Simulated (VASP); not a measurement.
# CuO (Tenorite) (Cc) in VASP: a series of runs

The runs below take CuO (Tenorite) through relaxation of cell and atoms, with PBE, PBEsol, LDA.

Everything below comes from runs of VASP 6.6.1. Logs are shortened: lines on timing, memory, paths and dates and some standing lists are left out, and cuts for length are marked.

## (1) The cell of the first run

It takes space group Cc (No. 9, monoclinic). The conventional cell has a = 4.689 Å, b = 3.427 Å, c = 5.132 Å, α = 90.00°, β = 99.65°, γ = 90.00°. Cu (site symmetry 1) has 4 O at 1.91 to 2.02 Å within 2.5 Å. O (site symmetry 1) has 4 Cu at 1.91 to 2.02 Å within 2.5 Å.

## (2) Relaxation of cell and atoms, PBE

Contents of INCAR:

```
  ALGO = Normal
  EDIFF = 1E-6
  EDIFFG = -0.01
  ENCUT = 600
  GGA = PE
  IBRION = 2
  ISIF = 3
  ISMEAR = -1
  LASPH = True
  LCHARG = False
  LREAL = False
  LWAVE = False
  NELM = 100
  NSW = 80
  PREC = Accurate
  SIGMA = 0.05
```

Contents of KPOINTS:

```
k-points
0
Gamma
  8 8 4
```

Contents of POSCAR:

```
CuO
1.0
    2.3446500000     -1.7134000000      0.0000000000
    2.3446500000      1.7134000000      0.0000000000
   -0.8605543552      0.0000000000      5.0594363927
Cu O
2 2
Direct
    0.4968000000      0.0032000000      0.5000000000
    0.0032000000      0.4968000000      0.0000000000
    0.4056000000      0.5714000000      0.7537000000
    0.5714000000      0.4056000000      0.2537000000
```

Potentials or basis: VASP PAW PBE potentials, release 64 (Cu, O).

Run with:

```sh
cat potpaw_PBE.64/Cu/POTCAR potpaw_PBE.64/O/POTCAR > POTCAR
mpirun -np 1 vasp_std > vasp.out
```

OUTCAR:

```text
EDIFF = 1E-6
   EDIFFG = -0.01
   ENCUT = 600
   GGA = PE
   IBRION = 2
   ISIF = 3
   ISMEAR = -1
   LASPH = True
   LREAL = False
   NELM = 100
   NSW = 80
   PREC = Accurate

 ion  position               nearest neighbor table
   1  0.497  0.003  0.500-   4 1.91   3 1.93   4 1.98   3 2.02
   2  0.003  0.497  0.000-   3 1.91   4 1.93   3 1.98   4 2.02
   3  0.406  0.571  0.754-   2 1.91   1 1.93   2 1.98   1 2.02
   4  0.571  0.406  0.254-   1 1.91   2 1.93   1 1.98   2 2.02

  LATTYP: Found a base centered monoclinic cell.
 ALAT       =     4.6893000000
 B/A-ratio  =     0.7307700510
 C/A-ratio  =     1.0944277397
 COS(beta)  =    -0.1676807457

  Lattice vectors:

 A1 = (   2.3446500000,  -1.7134000000,   0.0000000000)
 A2 = (   2.3446500000,   1.7134000000,   0.0000000000)
 A3 = (  -0.8605543552,   0.0000000000,   5.0594363927)

Analysis of symmetry for initial positions (statically):
=====================================================================
 Subroutine PRICEL returns:
 Original cell was already a primitive cell.

 Routine SETGRP: Setting up the symmetry group for a
 base centered monoclinic supercell.

 Subroutine GETGRP returns: Found  2 space group operations
 (whereof  1 operations were pure point group operations)
 out of a pool of  4 trial point group operations.

The static configuration has the point symmetry C_1 .
 The point group associated with its full space group is C_1h.

Analysis of symmetry for dynamics (positions and initial velocities):
=====================================================================
 Subroutine PRICEL returns:
 Original cell was already a primitive cell.

 Routine SETGRP: Setting up the symmetry group for a
 base centered monoclinic supercell.

 Subroutine GETGRP returns: Found  2 space group operations
 (whereof  1 operations were pure point group operations)
 out of a pool of  4 trial point group operations.

The dynamic configuration has the point symmetry C_1 .
 The point group associated with its full space group is C_1h.

 Subroutine INISYM returns: Found  2 space group operations
 (whereof  1 operations are pure point group operations),
 and found     1 'primitive' translations

----------------------------------------------------------------------------------------

                                     Primitive cell

  volume of cell :      40.6508

  direct lattice vectors                    reciprocal lattice vectors
[... 108 lines left out ...]
   IALGO  =     38    algorithm
   IMIX   =      4    mixing-type and parameters
     AMIX     =   0.40;   BMIX     =  1.00
     AMIX_MAG =   1.60;   BMIX_MAG =  1.00
  volume/ion in A,a.u.               =      10.16        68.58
  Fermi-wavevector in a.u.,A,eV,Ry     =   1.542451  2.914811 32.370388  2.379156
  Thomas-Fermi vector in A             =   2.648254
   LORBIT       =      0    0 simple, 1 ext, 2 COOP (PROOUT), +10 PAW based schemes
   GGA     = PE    functional components
   LHFCALC =     F    Hartree Fock is set to
   AEXX    =    0.0000 exact exchange contribution
   IVDW    =     0    specifies the selected vdW correction
   LEPSILON=     F    determine dielectric tensor
   LRPA    =     F    only Hartree local field effects (RPA)
 conjugate gradient relaxation of ions
 non-spin polarized calculation
  energy-cutoff  :      600.00
  volume of cell :       40.65
 maximum number of plane-waves:      1370
   NGX = 11   NGY = 11   NGZ = 21

--------------------------------------- Ionic step        1  -------------------------------------------

 number of electron      33.9999993 magnetization

 Free energy of the ion-electron system (eV)
  ---------------------------------------------------
  ext. energy  EPLUGINS =         0.00000000
  ---------------------------------------------------
  free energy    TOTEN  =       -19.49563303 eV

  energy without entropy =      -19.47811094  energy(sigma->0) =      -19.48687199

------------------------ aborting loop because EDIFF is reached ----------------------------------------

  FORCE on cell =-STRESS in cart. coord.  units (eV):
  Direction    XX          YY          ZZ          XY          YZ          ZX
  --------------------------------------------------------------------------------------
  -------------------------------------------------------------------------------------
  Total        1.5866053      1.7420960      1.4616390      0.0000000      0.0000000     -0.4464593
  in kB       62.5331850     68.6615742     57.6078651      0.0000000      0.0000000    -17.5963872
  external PRESSURE =      62.9342081 kB  Pullay stress =       0.0000000 kB
[... 95 lines left out ...]
  FREE ENERGIE OF THE ION-ELECTRON SYSTEM (eV)
  ---------------------------------------------------
  free  energy   TOTEN  =       -19.5693514610 eV

  energy  without entropy=      -19.5514140379  energy(sigma->0) =      -19.56038275

[... ionic steps 4 to 29 ...]

--------------------------------------- Ionic step       30  -------------------------------------------

 number of electron      34.0000004 magnetization

------------------------ aborting loop because EDIFF is reached ----------------------------------------
[... 71 lines left out ...]
--------------------------------------- Ionic step       32  -------------------------------------------

 number of electron      34.0000003 magnetization

 Free energy of the ion-electron system (eV)
  ---------------------------------------------------
  ext. energy  EPLUGINS =         0.00000000
  ---------------------------------------------------
  free energy    TOTEN  =       -19.73884752 eV

  energy without entropy =      -19.72510197  energy(sigma->0) =      -19.73197475

 E-fermi :   4.7817     XC(G=0): -11.2625

 val. band max:        4.7478062446   @ k =   0.5000   0.0000   0.2500
 cond. band min:       4.7892882091   @ k =  -0.2500   0.1250   0.5000
 fundamental gap:      0.0414819646
 Fermi energy:         4.7816583639

 k-point     1 :       0.0000    0.0000    0.0000
  band No.  band energies     occupation
      1     -14.9331      2.00000
      2     -13.6621      2.00000
      3      -3.2281      2.00000
      4      -0.6216      2.00000
      5      -0.5197      2.00000
      6       1.1012      2.00000
[... 565 lines left out ...]
     20      10.0455      0.00000
     21      13.7961      0.00000

 [... further k-points ...]
[... 5 lines left out ...]
  --------------------------------------------------------------------------------------
  -------------------------------------------------------------------------------------
  Total        0.0223069     -0.0045074     -0.0176664      0.0000000      0.0000000     -0.0003051
  in kB        0.7983216     -0.1613126     -0.6322495      0.0000000      0.0000000     -0.0109179
  external PRESSURE =       0.0015865 kB  Pullay stress =       0.0000000 kB
[... 19 lines left out ...]
  FREE ENERGIE OF THE ION-ELECTRON SYSTEM (eV)
  ---------------------------------------------------
  free  energy   TOTEN  =       -19.7388475242 eV

  energy  without entropy=      -19.7251019732  energy(sigma->0) =      -19.73197475

 reached required accuracy - stopping structural energy minimisation
```

OSZICAR:

```text
N       E                     dE             d eps       ncg     rms          rms(c)
DAV:   1     0.324780350625E+03    0.32478E+03   -0.18493E+04  3332   0.286E+03
DAV:   2     0.228953289163E+02   -0.30189E+03   -0.28742E+03  3361   0.468E+02
DAV:   3    -0.236641114016E+02   -0.46559E+02   -0.44116E+02  4484   0.203E+02
[... 300 lines left out ...]
DAV:   1    -0.197389902332E+02   -0.15152E-03   -0.16822E-02  4465   0.130E+00    0.989E-02
DAV:   2    -0.197388926290E+02    0.97604E-04   -0.72461E-04  4553   0.685E-01    0.481E-02
DAV:   3    -0.197388645558E+02    0.28073E-04   -0.12582E-04  4919   0.425E-01    0.340E-02
DAV:   4    -0.197388484169E+02    0.16139E-04   -0.28884E-05  4918   0.181E-01    0.975E-03
DAV:   5    -0.197388475242E+02    0.89269E-06   -0.88918E-06  4934   0.334E-02
  32 F= -.19738848E+02 E0= -.19731975E+02  d E =-.131337E-03
```

It took 9.1 min on 1 thread of Intel Xeon 6975P-C (Granite Rapids), shared host; peak memory 0.22 GiB.

What came out:

```yaml
Free_energy: -19.7388 eV
Relaxed_volume: 11.19 Å³/atom
Relaxed_cell: a = 2.944 Å, b = 2.944 Å, c = 5.173 Å, α = 90.22°, β = 90.22°, γ = 87.15°
Space_group_after_relaxing_to_0.05_Å: Cccm (No. 66)
Energy_gained_by_relaxing: 60.8 meV/atom
Ionic_steps: 32
Pressure_after_relaxing: 0.0 GPa
Largest_force_after_relaxing: 0.008 eV/Å
Band_gap_on_the_k_mesh: zero (band 17 reaches 5.36 eV, above the bottom of band 18 at 4.25 eV)
```

Forces on the atoms (eV/Å):
```
Cu  -0.002  0.001  0.000
Cu  -0.002 -0.001  0.000
O    0.002 -0.008  0.000
O    0.002  0.008  0.000
```

Stress tensor (GPa, compression positive):
```
 0.08  0.00  0.00
 0.00 -0.02  0.00
 0.00  0.00 -0.06
```

Step by step:
| step | energy change (eV) | largest force (eV/Å) | pressure (GPa) | volume (Å³) |
| --- | --- | --- | --- | --- |
| 1 | 0.0000 | 0.7870 | 6.29 | 40.65 |
| 2 | -0.0660 | 0.3418 | -3.51 | 43.04 |
| 3 | -0.0737 | 0.3181 | -1.42 | 42.41 |
| 4 | -0.0910 | 0.2349 | 0.52 | 42.15 |
| 5 | -0.0949 | 0.2415 | 1.98 | 41.96 |
| 6 | -0.1085 | 0.2148 | 1.54 | 42.28 |
| 7 | -0.1396 | 0.1327 | 0.48 | 43.19 |
| 8 | -0.1520 | 0.1556 | -1.33 | 44.96 |
| 9 | -0.1557 | 0.1004 | -0.63 | 44.32 |
| 10 | -0.1786 | 0.0411 | -0.82 | 44.56 |
| 11 | -0.2139 | 0.1903 | -1.04 | 45.03 |
| 12 | -0.1959 | 0.5988 | -2.20 | 45.55 |
| 13 | -0.2225 | 0.2881 | -1.27 | 45.24 |
| 14 | -0.2381 | 0.0821 | 0.64 | 44.61 |
| 15 | -0.2382 | 0.0716 | 0.59 | 44.64 |
| 16 | -0.2396 | 0.0723 | -0.56 | 44.88 |
| 17 | -0.2397 | 0.0721 | -0.44 | 44.84 |
| 18 | -0.2407 | 0.0385 | 0.05 | 44.70 |
| 19 | -0.2407 | 0.0391 | 0.04 | 44.70 |
| 20 | -0.2413 | 0.0291 | 0.13 | 44.68 |
| 21 | -0.2421 | 0.0286 | 0.72 | 44.62 |
| 22 | -0.2423 | 0.0298 | 0.37 | 44.66 |
| 23 | -0.2426 | 0.0316 | 0.22 | 44.72 |
| 24 | -0.2427 | 0.0355 | -0.16 | 44.85 |
| 25 | -0.2427 | 0.0347 | -0.08 | 44.82 |
| 26 | -0.2428 | 0.0286 | -0.08 | 44.82 |
| 27 | -0.2430 | 0.0164 | -0.11 | 44.82 |
| 28 | -0.2430 | 0.0454 | -0.19 | 44.81 |
| 29 | -0.2431 | 0.0251 | -0.05 | 44.81 |
| 30 | -0.2432 | 0.0170 | -0.09 | 44.80 |
| 31 | -0.2432 | 0.0119 | 0.16 | 44.75 |
| 32 | -0.2432 | 0.0080 | 0.00 | 44.77 |

Final structure:
```cif
data_structure
_symmetry_space_group_name_H-M 'P 1'
_symmetry_Int_Tables_number 1
_cell_length_a 2.9437
_cell_length_b 2.9437
_cell_length_c 5.1728
_cell_angle_alpha 90.220
_cell_angle_beta 90.220
_cell_angle_gamma 87.150
_cell_volume 44.77
loop_
_atom_site_label
_atom_site_type_symbol
_atom_site_fract_x
_atom_site_fract_y
_atom_site_fract_z
_atom_site_occupancy
Cu1 Cu 0.49438 0.99421 0.50185 1
Cu2 Cu 0.99421 0.49438 0.00185 1
O1 O 0.49246 0.49594 0.75185 1
O2 O 0.49594 0.49246 0.25185 1
```

Caveat: the volume moved by +10 % from the deposited cell, more than functionals usually miss; semilocal functionals often make such compounds metallic where correlation or magnetic order opens a gap, which also shifts bond lengths. Zero-point motion and thermal expansion aren't in these numbers.

## (3) Relaxation of cell and atoms, PBEsol

Contents of INCAR:

```
PREC = Accurate
ENCUT = 600
EDIFF = 1E-6
ISMEAR = -1
SIGMA = 0.05
LREAL = False
LASPH = True
NELM = 60
ALGO = Normal
ISIF = 3
LWAVE = False
LCHARG = False
GGA = PS
IBRION = 2
NSW = 80
EDIFFG = -0.01
```

Contents of KPOINTS:

```
Automatic mesh
0
Gamma
  8 8 4
```

POSCAR is that of step 2.

Potentials or basis: VASP PAW PBE potentials, release 64 (Cu, O).

Run with:

```sh
cat potpaw_PBE.64/Cu/POTCAR potpaw_PBE.64/O/POTCAR > POTCAR
mpirun -np 1 vasp_std > vasp.out
```

Run time: 8.1 min. Hardware: 1 thread of Intel Xeon 6975P-C (Granite Rapids), shared host; peak memory 0.22 GiB.

It converged, with:

| Property | Result |
| --- | --- |
| Free energy | -21.4922 eV |
| Relaxed volume | 10.67 Å³/atom |
| Relaxed cell | a = 2.890 Å, b = 2.890 Å, c = 5.113 Å, α = 90.36°, β = 90.36°, γ = 87.61° |
| Space group after relaxing (to 0.05 Å) | Cccm (No. 66) |
| Energy gained by relaxing | 45.3 meV/atom |
| Ionic steps | 32 |
| Pressure after relaxing | 0.0 GPa |
| Largest force after relaxing | 0.007 eV/Å |
| Band gap on the k mesh | zero (band 17 reaches 5.85 eV, above the bottom of band 18 at 4.70 eV) |

Forces in eV/Å, atoms in the order of the input:
```
Cu   0.001 -0.005  0.004
Cu   0.001  0.005  0.004
O   -0.001 -0.002 -0.004
O   -0.001  0.002 -0.004
```

Stress tensor (GPa, compression positive):
```
 0.14  0.00  0.08
 0.00  0.02  0.00
 0.08  0.00 -0.09
```

The path:
| step | energy change (eV) | largest force (eV/Å) | pressure (GPa) | volume (Å³) |
| --- | --- | --- | --- | --- |
| 1 | 0.0000 | 0.7608 | -2.18 | 40.65 |
| 2 | -0.0596 | 0.1757 | 1.68 | 39.84 |
| 3 | -0.0599 | 0.1790 | 1.34 | 39.89 |
| 4 | -0.0676 | 0.1764 | -0.03 | 40.31 |
| 5 | -0.0725 | 0.1824 | -1.76 | 40.88 |
| 6 | -0.0771 | 0.1630 | -1.41 | 40.90 |
| 7 | -0.0891 | 0.1047 | -0.63 | 40.98 |
| 8 | -0.1051 | 0.0349 | 0.83 | 41.12 |
| 9 | -0.1002 | 0.3348 | 4.11 | 41.32 |
| 10 | -0.1091 | 0.1613 | 2.37 | 41.21 |
| 11 | -0.1140 | 0.1547 | 2.02 | 41.39 |
| 12 | -0.1260 | 0.1516 | 1.06 | 41.89 |
| 13 | -0.1383 | 0.1712 | -0.82 | 42.86 |
| 14 | -0.1486 | 0.1145 | -0.88 | 42.86 |
| 15 | -0.1666 | 0.0760 | -0.80 | 42.84 |
| 16 | -0.1546 | 0.4453 | -0.13 | 42.70 |
| 17 | -0.1700 | 0.1755 | -0.61 | 42.81 |
| 18 | -0.1739 | 0.1190 | -0.09 | 42.62 |
| 19 | -0.1749 | 0.1089 | 0.59 | 42.46 |
| 20 | -0.1764 | 0.0774 | -0.06 | 42.58 |
| 21 | -0.1766 | 0.0601 | -0.38 | 42.66 |
| 22 | -0.1775 | 0.0151 | -0.04 | 42.58 |
| 23 | -0.1776 | 0.0392 | 0.16 | 42.55 |
| 24 | -0.1786 | 0.0321 | 0.33 | 42.57 |
| 25 | -0.1799 | 0.0292 | 0.44 | 42.63 |
| 26 | -0.1803 | 0.0338 | -0.51 | 42.86 |
| 27 | -0.1804 | 0.0318 | -0.25 | 42.81 |
| 28 | -0.1804 | 0.0319 | -0.40 | 42.82 |
| 29 | -0.1809 | 0.0233 | -0.42 | 42.81 |
| 30 | -0.1811 | 0.0151 | -0.45 | 42.79 |
| 31 | -0.1811 | 0.0091 | 0.64 | 42.53 |
| 32 | -0.1814 | 0.0070 | 0.02 | 42.67 |

Final structure:
```cif
data_structure
_symmetry_space_group_name_H-M 'P 1'
_symmetry_Int_Tables_number 1
_cell_length_a 2.8901
_cell_length_b 2.8901
_cell_length_c 5.1133
_cell_angle_alpha 90.360
_cell_angle_beta 90.360
_cell_angle_gamma 87.614
_cell_volume 42.67
loop_
_atom_site_label
_atom_site_type_symbol
_atom_site_fract_x
_atom_site_fract_y
_atom_site_fract_z
_atom_site_occupancy
Cu1 Cu 0.49396 0.99439 0.50181 1
Cu2 Cu 0.99439 0.49396 0.00181 1
O1 O 0.49183 0.49682 0.75189 1
O2 O 0.49681 0.49183 0.25189 1
```

Levels at points of the mesh, in eV from the Fermi level:
```csv
k point,band 13,band 14,band 15,band 16,band 17,band 18,band 19,band 20,band 21
"(0.00, 0.00, 0.00)",-2.51,-2.49,-2.40,-2.02,0.62,0.72,1.44,6.01,7.38
"(0.50, 0.00, 0.00)",-2.36,-1.99,-1.65,-1.58,0.21,0.45,3.47,5.96,6.52
"(0.50, 0.50, 0.00)",-2.46,-2.44,-1.67,-1.26,-1.23,1.16,1.92,7.12,9.54
"(0.00, 0.00, 0.50)",-2.41,-2.41,-1.62,-1.62,0.07,0.07,3.51,3.51,11.64
"(0.50, 0.00, 0.50)",-2.49,-2.47,-2.11,-1.90,-0.15,0.68,4.18,5.95,8.19
"(0.50, 0.50, 0.50)",-2.03,-2.03,-1.48,-1.48,-0.53,-0.53,3.84,3.84,10.59
```

Caveat: the PAW data sets were made with another functional, which shifts forces and pressure a little; semilocal functionals often make such compounds metallic where correlation or magnetic order opens a gap, which also shifts bond lengths. With open d or f shells a metallic result of PBEsol can be an artefact of self-interaction; +U or a hybrid may open a gap.

[end of part 1 of 2]
